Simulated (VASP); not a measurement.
Crystal: AlN.

```
CELL_PARAMETERS angstrom
0.00000 2.03906 2.03906
2.03906 0.00000 2.03906
2.03906 2.03906 0.00000
ATOMIC_POSITIONS crystal
Al 0.00000 0.00000 0.00000
N 0.50000 0.50000 0.50000
```

This cell differs from its parent crystal: strain +1.0%.

Base run:

| Item | Value |
| --- | --- |
| Program | VASP 6.6.1 |
| Functional | r2SCAN |
| Potentials or basis | VASP PAW PBE potentials, release 64 (Al, N) |
| Cutoff | 520 eV |
| k mesh | 10 × 10 × 10 |
| Occupations | gaussian, width 0.01 eV |
| Spin | no spin polarisation |

Its results: band gap on the k mesh 5.23 eV, indirect (least direct gap 6.13 eV); pressure -8.5 GPa.

Question: The run is repeated on the same cell with these changes: functional from r2SCAN to PBE; k mesh from 10 × 10 × 10 to 6 × 6 × 6. What comes out?

Answer: Band gap on the k mesh 4.36 eV, indirect (least direct gap 5.31 eV); pressure -1.7 GPa.

Several settings changed at once, so the effect can't be laid on one alone.

Caveats: some runs use coarse meshes; the PAW data sets were made with another functional, which shifts forces and pressure a little (some runs).

A k mesh can miss the band edges.
